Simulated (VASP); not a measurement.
# Hf in VASP: single point with PBE+D4

Aim: the single point of Hf with PBE+D4.

All numbers are computed with VASP 6.6.1; they aren't measurements. Logs are shortened: lines on timing, memory, paths and dates and some standing lists are left out, and cuts for length are marked.

### Step 1. The cell of the first run

The cell holds a slab with vacuum, 3 atoms: a = 3.118 Å, b = 3.118 Å, c = 21.936 Å, α = 90.00°, β = 90.00°, γ = 120.00°.

### Step 2. Single point, PBE+D4

The input, INCAR:

```
SYSTEM = Hf
PREC     = Accurate       ! precision mode
ENCUT    = 400            ! plane-wave cutoff, eV
EDIFF    = 1E-6           ! SCF threshold, eV
ISMEAR   = 1              ! smearing method
SIGMA    = 0.1            ! smearing width, eV
LREAL    = .FALSE.        ! projectors in reciprocal space
LASPH    = .TRUE.         ! aspherical terms in the spheres
NELM     = 120            ! most SCF steps
ALGO     = Normal         ! electronic algorithm
ISIF     = 2              ! what is computed and relaxed
LWAVE    = .FALSE.        ! write WAVECAR
LCHARG   = .FALSE.        ! write CHGCAR
LDIPOL   = .TRUE.       
IDIPOL   = 3            
DIPOL    = 0.5 0.5 0.434
GGA      = PE             ! functional
IVDW     = 13             ! dispersion correction
NBANDS   = 22             ! bands
GGA_COMPAT= .FALSE.      
NELMDL   = -8
```

The input, KPOINTS:

```
Automatic mesh
0
G
  12 12 1
  0 0 0
```

The input, POSCAR:

```
Hf
1.0
    3.1178587386      0.0000000000      0.0000000000
   -1.5589293693      2.7001448730      0.0000000000
    0.0000000000      0.0000000000     21.9356160951
Hf
3
Direct
    0.6666666667      0.3333333333      0.3191157235
    0.3333333333      0.6666666667      0.4292998344
    0.6666666667      0.3333333333      0.5533944346
```

Potentials or basis: VASP PAW PBE potentials, release 64 (Hf_pv).

Started as:

```bash
> cat potpaw_PBE.64/Hf_pv/POTCAR > POTCAR
> mpirun -np 1 vasp_std > vasp.out
```

OUTCAR:

```text
SYSTEM = Hf
   PREC = Accurate
   ENCUT = 400
   EDIFF = 1E-6
   ISMEAR = 1
   LREAL = .FALSE.
   LASPH = .TRUE.
   NELM = 120
   ISIF = 2
   GGA = PE
   IVDW = 13
   NELMDL = -8

 ion  position               nearest neighbor table
   1  0.667  0.333  0.319-   2 3.01   2 3.01   2 3.01
   2  0.333  0.667  0.429-   1 3.01   1 3.01   1 3.01   3 3.26   3 3.26   3 3.26
   3  0.667  0.333  0.553-   2 3.26   2 3.26   2 3.26

  LATTYP: Found a hexagonal cell.
 ALAT       =     3.1178587386
 C/A-ratio  =     7.0354746428

  Lattice vectors:

 A1 = (   3.1178587386,   0.0000000000,   0.0000000000)
 A2 = (  -1.5589293693,   2.7001448730,   0.0000000000)
 A3 = (   0.0000000000,   0.0000000000,  21.9356160951)

Analysis of symmetry for initial positions (statically):
=====================================================================
 Subroutine PRICEL returns:
 Original cell was already a primitive cell.

 Routine SETGRP: Setting up the symmetry group for a
 hexagonal supercell.

 Subroutine GETGRP returns: Found  6 space group operations
 (whereof  6 operations were pure point group operations)
 out of a pool of 24 trial point group operations.

The static configuration has the point symmetry C_3v.

Analysis of symmetry for dynamics (positions and initial velocities):
=====================================================================
 Subroutine PRICEL returns:
 Original cell was already a primitive cell.

 Routine SETGRP: Setting up the symmetry group for a
 hexagonal supercell.

 Subroutine GETGRP returns: Found  6 space group operations
 (whereof  6 operations were pure point group operations)
 out of a pool of 24 trial point group operations.

The dynamic configuration has the point symmetry C_3v.

 Subroutine INISYM returns: Found  6 space group operations
 (whereof  6 operations are pure point group operations),
 and found     1 'primitive' translations

----------------------------------------------------------------------------------------

                                     Primitive cell

  volume of cell :     184.6687

  direct lattice vectors                    reciprocal lattice vectors
     3.117858739  0.000000000  0.000000000     0.320732940  0.185175249  0.000000000
    -1.558929369  2.700144873  0.000000000     0.000000000  0.370350499  0.000000000
     0.000000000  0.000000000 21.935616095     0.000000000  0.000000000  0.045587960

  length of vectors
     3.117858739  3.117858739 21.935616095     0.370350499  0.370350499  0.045587960

  position of ions in fractional coordinates (direct lattice)
     0.666666667  0.333333333  0.319115723
     0.333333333  0.666666667  0.429299834
     0.666666667  0.333333333  0.553394435

  ion indices of the primitive-cell ions
   primitive index   ion index
                 1           1
                 2           2
                 3           3

----------------------------------------------------------------------------------------

 KPOINTS: Automatic mesh

Automatic generation of k-mesh.
 Grid dimensions read from file:
 generate k-points for:   12   12    1

 Generating k-lattice:

  Cartesian coordinates                     Fractional coordinates (reciprocal lattice)
     0.026727745  0.015431271  0.000000000     0.083333333  0.000000000  0.000000000
     0.000000000  0.030862542  0.000000000     0.000000000  0.083333333  0.000000000
     0.000000000  0.000000000  0.045587960     0.000000000  0.000000000  1.000000000

  Length of vectors
     0.030862542  0.030862542  0.045587960

  Shift w.r.t. Gamma in fractional coordinates (k-lattice)
     0.000000000  0.000000000  0.000000000

 Subroutine IBZKPT returns following result:
 ===========================================

 Found     19 irreducible k-points:

 Following reciprocal coordinates:
            Coordinates               Weight
  0.000000  0.000000  0.000000      1.000000
  0.083333  0.000000  0.000000      6.000000
  0.166667  0.000000  0.000000      6.000000
  0.250000  0.000000  0.000000      6.000000
  0.333333  0.000000  0.000000      6.000000
  0.416667  0.000000  0.000000      6.000000
[... 11 lines left out ...]
  0.333333  0.250000  0.000000     12.000000
  0.333333  0.333333  0.000000      2.000000
   k-points           NKPTS =     19   k-points in BZ     NKDIM =     19   number of bands    NBANDS=     22
   number of dos      NEDOS =    301   number of ions     NIONS =      3
   total plane-waves  NPLWV =  57600
   dimension x,y,z NGX =    20 NGY =   20 NGZ =  144
   dimension x,y,z NGXF=    40 NGYF=   40 NGZF=  288
   ions per type =               3
   NGX,Y,Z   is equivalent  to a cutoff of  10.66, 10.66, 10.91 a.u.
   NGXF,Y,Z  is equivalent  to a cutoff of  21.33, 21.33, 21.83 a.u.
 SYSTEM =  Hf
   PREC   = accura    normal or accurate (medium, high low for compatibility)
   ISTART =      0    job   : 0-new  1-cont  2-samecut
   ICHARG =      2    charge: 1-file 2-atom 10-const
   ISPIN  =      1    spin polarized calculation?
   LNONCOLLINEAR =      F non collinear calculations
   LSORBIT =      F    spin-orbit coupling
   LASPH  =      T    aspherical Exc in radial PAW
   ENCUT  =  400.0 eV  29.40 Ry    5.42 a.u.   5.08  5.08 35.77*2*pi/ulx,y,z
   NELM   =    120;   NELMIN=  2; NELMDL= -8     # of ELM steps
   EDIFF  = 0.1E-05   stopping-criterion for ELM
   LREAL  =      F    real-space projection
   EDIFFG = 0.1E-04   stopping-criterion for IOM
   NSW    =      0    number of steps for IOM
   IBRION =     -1    ionic relax: 0-MD 1-quasi-New 2-CG
   NFREE  =      0    steps in history (QN), initial steepest desc. (CG)
   ISIF   =      2    stress and relaxation
   ISYM   =      2    0-nonsym 1-usesym 2-fastsym
   POTIM  = 0.5000    time-step for ionic-motion
   TEBEG  =    0.0;   TEEND  =   0.0 temperature during run
   PSTRESS=    0.0 pullay stress
   NELECT =      30.0000    total number of electrons
   NUPDOWN=      -1.0000    fix difference up-down
   EMIN   =  10.00;   EMAX   =-10.00  energy-range for DOS
   EFERMI =   0.00;   METHOD = LEGACY
   ISMEAR =     1;   SIGMA  =   0.10  broadening in eV -4-tet -1-fermi 0-gaus
   EFERMI_NEDOS =   21; number of points for ismear=-14 and -15
   IALGO  =     38    algorithm
   IMIX   =      4    mixing-type and parameters
     AMIX     =   0.40;   BMIX     =  1.00
     AMIX_MAG =   1.60;   BMIX_MAG =  1.00
  volume/ion in A,a.u.               =      61.56       415.40
  Fermi-wavevector in a.u.,A,eV,Ry     =   0.893273  1.688041 10.856584  0.797936
  Thomas-Fermi vector in A             =   2.015329
   LORBIT       =      0    0 simple, 1 ext, 2 COOP (PROOUT), +10 PAW based schemes
   GGA     = PE    functional components
   LHFCALC =     F    Hartree Fock is set to
   AEXX    =    0.0000 exact exchange contribution
   IVDW    =    13    specifies the selected vdW correction
   LEPSILON=     F    determine dielectric tensor
   LRPA    =     F    only Hartree local field effects (RPA)
 non-spin polarized calculation
 Methfessel and Paxton  Order N= 1 SIGMA  =   0.10
  energy-cutoff  :      400.00
  volume of cell :      184.67
 maximum number of plane-waves:      3381
   NGX = 11   NGY = 11   NGZ = 71

 dipolmoment           0.000000      0.000000      0.003583 electrons x Angstroem

 number of electron      29.9999995 magnetization

 dipolmoment           0.000000      0.000000     -0.011965 electrons x Angstroem

 Free energy of the ion-electron system (eV)
  ---------------------------------------------------
  ext. energy  EPLUGINS =         0.00000000
  ---------------------------------------------------
  free energy    TOTEN  =       -27.76719772 eV

  energy without entropy =      -27.76578481  energy(sigma->0) =      -27.76672675

 E-fermi :  -0.8567     XC(G=0):  -4.9838

 val. band max:       -0.8737161782   @ k =   0.0000   0.0000   0.0000
 cond. band min:      -0.8565400046   @ k =   0.3333   0.3333   0.0000
 fundamental gap:      0.0171761736
 Fermi energy:        -0.8566760555

 k-point     1 :       0.0000    0.0000    0.0000
  band No.  band energies     occupation
      1     -31.7508      2.00000
      2     -31.6152      2.00000
      3     -31.1621      2.00000
      4     -31.1621      2.00000
      5     -31.0559      2.00000
      6     -31.0559      2.00000
[... 14 lines left out ...]
     21       1.0043     -0.00000
     22       1.0043     -0.00000

 k-point     2 :       0.0833    0.0000    0.0000
  band No.  band energies     occupation
      1     -31.7379      2.00000
      2     -31.6099      2.00000
      3     -31.2120      2.00000
      4     -31.1734      2.00000
      5     -31.1156      2.00000
      6     -31.0680      2.00000
[... 14 lines left out ...]
     21       0.8645     -0.00000
     22       1.1945      0.00000

 k-point     3 :       0.1667    0.0000    0.0000
  band No.  band energies     occupation
      1     -31.7031      2.00000
      2     -31.5972      2.00000
      3     -31.3449      2.00000
      4     -31.2587      2.00000
      5     -31.2041      2.00000
      6     -31.1010      2.00000
[... 14 lines left out ...]
     21       1.3471      0.00000
     22       1.7469      0.00000
[... 351 lines left out ...]
 k-point    18 :       0.3333    0.2500    0.0000
  band No.  band energies     occupation
      1     -31.7421      2.00000
      2     -31.6751      2.00000
      3     -31.5911      2.00000
      4     -31.5396      2.00000
      5     -31.5078      2.00000
      6     -31.4647      2.00000
[... 14 lines left out ...]
     21       2.7286      0.00000
     22       3.1435      0.00000

 k-point    19 :       0.3333    0.3333    0.0000
  band No.  band energies     occupation
      1     -31.6653      2.00000
      2     -31.6532      2.00000
      3     -31.5939      2.00000
      4     -31.5829      2.00000
      5     -31.5721      2.00000
      6     -31.4934      2.00000
[... 14 lines left out ...]
     21       2.7833      0.00000
     22       3.2783      0.00000

------------------------ aborting loop because EDIFF is reached ----------------------------------------

 vacuum level on the upper side and lower side of the slab       (xc-potential included)        -0.418        -0.168

  DFT-D4 for vdW energy calculation

  Edisp (eV):   -0.44327

  FORCE on cell =-STRESS in cart. coord.  units (eV):
  Direction    XX          YY          ZZ          XY          YZ          ZX
  --------------------------------------------------------------------------------------
  -------------------------------------------------------------------------------------
  Total      -0.94927    -0.94927    -1.47764    -0.00000    -0.00000     0.00000
  in kB      -8.23584    -8.23584   -12.81996    -0.00000    -0.00000     0.00000
  external pressure =       -9.76 kB  Pullay stress =        0.00 kB

 VOLUME and BASIS-vectors are now :
 -----------------------------------------------------------------------------
  energy-cutoff  :      400.00
  volume of cell :      184.67
      direct lattice vectors                 reciprocal lattice vectors
     3.117858739  0.000000000  0.000000000     0.320732940  0.185175249  0.000000000
    -1.558929369  2.700144873  0.000000000     0.000000000  0.370350499  0.000000000
     0.000000000  0.000000000 21.935616095     0.000000000  0.000000000  0.045587960

 POSITION                                       TOTAL-FORCE (eV/Angst)
 -----------------------------------------------------------------------------------
      1.55893      0.90005      7.00000        -0.000000     -0.000000     -0.067472
     -0.00000      1.80010      9.41696         0.000000      0.000000      0.656651
      1.55893      0.90005     12.13905        -0.000000     -0.000000     -0.589178
 -----------------------------------------------------------------------------------
    total drift:                               -0.000000      0.000000      0.000847

  FREE ENERGIE OF THE ION-ELECTRON SYSTEM (eV)
  ---------------------------------------------------
  free  energy   TOTEN  =       -28.2104650621 eV

  energy  without entropy=      -28.2090521513  energy(sigma->0) =      -28.20999409

 vacuum level on the upper side and lower side of the slab         2.988         3.243
```

It took 2.5 min on 1 thread of Intel Xeon 6975P-C, shared host; peak memory 0.24 GiB.

Results:

| Item | Value |
| --- | --- |
| Free energy | -28.2105 eV |
| Largest force | 0.657 eV/Å |
| Band gap on the k mesh | zero (band 15 reaches -0.54 eV, above the bottom of band 16 at -1.21 eV) |
| Dispersion energy per atom | -0.148 eV |

Forces in eV/Å, atoms in the order of the input:
```
Hf   0.000  0.000 -0.067
Hf   0.000  0.000  0.657
Hf   0.000  0.000 -0.589
```

Levels at points of the mesh, in eV from the Fermi level:
```
           k point  band 11  band 12  band 13  band 14  band 15  band 16  band 17  band 18  band 19  band 20
(0.00, 0.00, 0.00)    -5.35    -4.09    -0.22    -0.02     0.32     1.21     1.34     1.34     1.50     1.50
(0.50, 0.00, 0.00)    -3.01    -2.60    -1.58    -1.10    -0.02     0.92     1.43     1.72     1.74     3.23
```

Caveat: spin-orbit coupling is left out, which moves the levels of the heavy elements.
